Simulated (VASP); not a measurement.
# Al2Cu (I4/mcm) in VASP: single point with PBEsol

Aim: the single point of Al2Cu with PBEsol.

Program: VASP 6.6.1. These are calculated values, not measurements. Logs are shortened: lines on timing, memory, paths and dates and some standing lists are left out, and cuts for length are marked.

## (1) The cell of the first run

Symmetry: I4/mcm, No. 140, tetragonal system. Conventional cell: a = 5.993 Å, b = 5.993 Å, c = 4.828 Å, α = 90.00°, β = 90.00°, γ = 90.00°. Al (site symmetry m2m) has 4 Cu at 2.56 Å and 11 Al at 2.70 to 3.19 Å within 3.4 Å. Within 3.2 Å of Cu (site symmetry 422) lie 2 Cu at 2.41 Å and 8 Al at 2.56 Å.

## (2) Single point, PBEsol

The input, INCAR:

```
SYSTEM = Al2Cu
ALGO     = Fast           ! electronic algorithm
EDIFF    = 1E-6           ! SCF threshold, eV
ENCUT    = 520            ! plane-wave cutoff, eV
GGA      = PS             ! functional
ISIF     = 2              ! what is computed and relaxed
ISMEAR   = 0              ! smearing method
ISYM     = 0            
LASPH    = .TRUE.         ! aspherical terms in the spheres
LCHARG   = .FALSE.        ! write CHGCAR
LREAL    = .FALSE.        ! projectors in reciprocal space
LWAVE    = .FALSE.        ! write WAVECAR
NBANDS   = 26             ! bands
NELM     = 60             ! most SCF steps
PREC     = Accurate       ! precision mode
SIGMA    = 0.1            ! smearing width, eV
```

The input, KPOINTS:

```
k-points
0
G
  7 5 15
  0 0 0
```

The input, POSCAR:

```
Al2Cu
1.0
    4.8770547107      0.0000000000      0.0000000000
   -1.2927004758      7.5864558207      0.0000000000
   -2.3895694899     -3.4795061772      2.3433131866
Al Cu
4 2
Direct
    0.3186399149      0.8186399149      0.4779598724
    0.6813600851      0.5000000000      0.3406800425
    0.6813600851      0.1813600851      0.5220401276
    0.3186399149      0.5000000000      0.6593199575
    0.0000000000      0.0000000000      0.7500000000
    0.0000000000      0.0000000000      0.2500000000
```

Potentials or basis: VASP PAW PBE potentials, release 64 (Al, Cu).

Started as:

```bash
cat potpaw_PBE.64/Al/POTCAR potpaw_PBE.64/Cu/POTCAR > POTCAR
mpirun -np 1 vasp_std > vasp.out
```

OUTCAR:

```text
SYSTEM = Al2Cu
   EDIFF = 1E-6
   ENCUT = 520
   GGA = PS
   ISIF = 2
   ISMEAR = 0
   ISYM = 0
   LASPH = .TRUE.
   LREAL = .FALSE.
   NELM = 60
   PREC = Accurate

 ion  position               nearest neighbor table
   1  0.319  0.819  0.478-   5 2.56   6 2.56   6 2.56   5 2.56   3 2.70   3 2.86   3 2.86   2 3.08
                             4 3.08   4 3.08   2 3.08   2 3.19   2 3.19   4 3.19   4 3.19
   2  0.681  0.500  0.341-   5 2.56   6 2.56   6 2.56   5 2.56   4 2.70   4 2.86   4 2.86   1 3.08
                             3 3.08   3 3.08   1 3.08   1 3.19   1 3.19   3 3.19   3 3.19
   3  0.681  0.181  0.522-   6 2.56   5 2.56   5 2.56   6 2.56   1 2.70   1 2.86   1 2.86   4 3.08
                             2 3.08   2 3.08   4 3.08   4 3.19   4 3.19   2 3.19   2 3.19
   4  0.319  0.500  0.659-   6 2.56   5 2.56   5 2.56   6 2.56   2 2.70   2 2.86   2 2.86   3 3.08
                             1 3.08   1 3.08   3 3.08   3 3.19   3 3.19   1 3.19   1 3.19
   5  0.000  0.000  0.750-   6 2.41   6 2.41   1 2.56   2 2.56   3 2.56   4 2.56   3 2.56   1 2.56
                             4 2.56   2 2.56
   6  0.000  0.000  0.250-   5 2.41   5 2.41   3 2.56   4 2.56   1 2.56   2 2.56   1 2.56   3 2.56
                             2 2.56   4 2.56

IMPORTANT INFORMATION: All symmetrisations will be switched off!
NOSYMM: (Re-)initialisation of all symmetry stuff for point group C_1.

----------------------------------------------------------------------------------------

                                     Primitive cell

  volume of cell :      86.7016

  direct lattice vectors                    reciprocal lattice vectors
     4.877054711  0.000000000  0.000000000     0.205041784  0.034938266  0.260967893
    -1.292700476  7.586455821  0.000000000     0.000000000  0.131813857  0.195725920
    -2.389569490 -3.479506177  2.343313187     0.000000000  0.000000000  0.426746201

  length of vectors
     4.877054711  7.695803171  4.827848618     0.333717031  0.235973576  0.426746201

  position of ions in fractional coordinates (direct lattice)
     0.318639915  0.818639915  0.477959872
     0.681360085  0.500000000  0.340680042
     0.681360085  0.181360085  0.522040128
     0.318639915  0.500000000  0.659319958
     1.000000000  1.000000000  0.750000000
     1.000000000  1.000000000  0.250000000

  ion indices of the primitive-cell ions
   primitive index   ion index
                 1           1
                 2           2
                 3           3
                 4           4
                 5           5
                 6           6

----------------------------------------------------------------------------------------

 KPOINTS: k-points

[... 90 lines left out ...]
   LREAL  =      F    real-space projection
   EDIFFG = 0.1E-04   stopping-criterion for IOM
   NSW    =      0    number of steps for IOM
   IBRION =     -1    ionic relax: 0-MD 1-quasi-New 2-CG
   NFREE  =      0    steps in history (QN), initial steepest desc. (CG)
   ISIF   =      2    stress and relaxation
   ISYM   =      0    0-nonsym 1-usesym 2-fastsym
   POTIM  = 0.5000    time-step for ionic-motion
   TEBEG  =    0.0;   TEEND  =   0.0 temperature during run
   PSTRESS=    0.0 pullay stress
   NELECT =      34.0000    total number of electrons
   NUPDOWN=      -1.0000    fix difference up-down
   EMIN   =  10.00;   EMAX   =-10.00  energy-range for DOS
   EFERMI =   0.00;   METHOD = LEGACY
   ISMEAR =     0;   SIGMA  =   0.10  broadening in eV -4-tet -1-fermi 0-gaus
   EFERMI_NEDOS =   21; number of points for ismear=-14 and -15
   IALGO  =     68    algorithm
   IMIX   =      4    mixing-type and parameters
     AMIX     =   0.40;   BMIX     =  1.00
     AMIX_MAG =   1.60;   BMIX_MAG =  1.00
  volume/ion in A,a.u.               =      14.45        97.52
  Fermi-wavevector in a.u.,A,eV,Ry     =   1.198281  2.264424 19.536312  1.435878
  Thomas-Fermi vector in A             =   2.334174
   LORBIT       =      0    0 simple, 1 ext, 2 COOP (PROOUT), +10 PAW based schemes
   GGA     = PS    functional components
   LHFCALC =     F    Hartree Fock is set to
   AEXX    =    0.0000 exact exchange contribution
   IVDW    =     0    specifies the selected vdW correction
   LEPSILON=     F    determine dielectric tensor
   LRPA    =     F    only Hartree local field effects (RPA)
 non-spin polarized calculation
 RMM-DIIS sequential band-by-band and
 Gauss-broadening in eV      SIGMA  =   0.10
  energy-cutoff  :      520.00
  volume of cell :       86.70
 maximum number of plane-waves:      2357
   NGX = 19   NGY = 29   NGZ = 17

 number of electron      34.0000007 magnetization

 Free energy of the ion-electron system (eV)
  ---------------------------------------------------
  ext. energy  EPLUGINS =         0.00000000
  ---------------------------------------------------
  free energy    TOTEN  =       -26.00556080 eV

  energy without entropy =      -25.99576070  energy(sigma->0) =      -26.00066075

 E-fermi :   8.2437     XC(G=0): -11.0784

 val. band max:        8.2398366088   @ k =   0.1429   0.4000   0.3333
 cond. band min:       8.2501659520   @ k =  -0.2857   0.4000   0.0667
 fundamental gap:      0.0103293432
 Fermi energy:         8.2437134218

 k-point     1 :       0.0000    0.0000    0.0000
  band No.  band energies     occupation
      1      -2.7409      2.00000
      2       2.7600      2.00000
      3       2.9541      2.00000
      4       2.9560      2.00000
      5       2.9740      2.00000
      6       3.8995      2.00000
[... 685 lines left out ...]
     25      13.8138      0.00000
     26      15.6567      0.00000

 [... further k-points ...]
[... 5 lines left out ...]
  --------------------------------------------------------------------------------------
  -------------------------------------------------------------------------------------
  Total       -0.1348656      0.4780049      0.4766340      0.0524362      0.0609113      0.1160222
  in kB       -2.4922111      8.8331582      8.8078261      0.9689811      1.1255937      2.1440005
  external PRESSURE =       5.0495911 kB  Pullay stress =       0.0000000 kB

 VOLUME and BASIS-vectors are now :
 -----------------------------------------------------------------------------
  energy-cutoff  :      520.00
  volume of cell :       86.70
      direct lattice vectors                 reciprocal lattice vectors
     4.877054711  0.000000000  0.000000000     0.205041784  0.034938266  0.260967893
    -1.292700476  7.586455821  0.000000000     0.000000000  0.131813857  0.195725920
    -2.389569490 -3.479506177  2.343313187     0.000000000  0.000000000  0.426746201

 POSITION                                       TOTAL-FORCE (eV/Angst)
 -----------------------------------------------------------------------------------
     -0.64635      4.54751      1.12001         0.003894     -0.011334     -0.012831
      1.86260      2.60783      0.79832         0.013050     -0.001841     -0.001236
      1.84113     -0.44056      1.22330        -0.003894      0.011335      0.012833
     -0.66782      1.49912      1.54499        -0.013051      0.001840      0.001234
     -1.79218     -2.60963      1.75748         0.002343      0.000177      0.000332
     -0.59739     -0.86988      0.58583        -0.002342     -0.000177     -0.000331
 -----------------------------------------------------------------------------------
    total drift:                                0.000001      0.000000      0.000002

  FREE ENERGIE OF THE ION-ELECTRON SYSTEM (eV)
  ---------------------------------------------------
  free  energy   TOTEN  =       -26.0055607988 eV

  energy  without entropy=      -25.9957606971  energy(sigma->0) =      -26.00066075
```

It took 11 min on 1 thread of Intel Xeon Platinum 8488C (Sapphire Rapids), shared host; peak memory 0.62 GiB.

Results:

- Free energy: -26.0056 eV
- Pressure: 0.5 GPa
- Largest force: 0.018 eV/Å
- Band gap on the k mesh: zero (bands 17 and 18 overlap by 3.56 eV)

Forces in eV/Å, atoms in the order of the input:
```
Al   0.004 -0.011 -0.013
Al   0.013 -0.002 -0.001
Al  -0.004  0.011  0.013
Al  -0.013  0.002  0.001
Cu   0.002  0.000  0.000
Cu  -0.002  0.000  0.000
```

Stress tensor (GPa, compression positive):
```
-0.25  0.10  0.21
 0.10  0.88  0.11
 0.21  0.11  0.88
```

Caveat: the PAW data sets were made with another functional, which shifts forces and pressure a little.
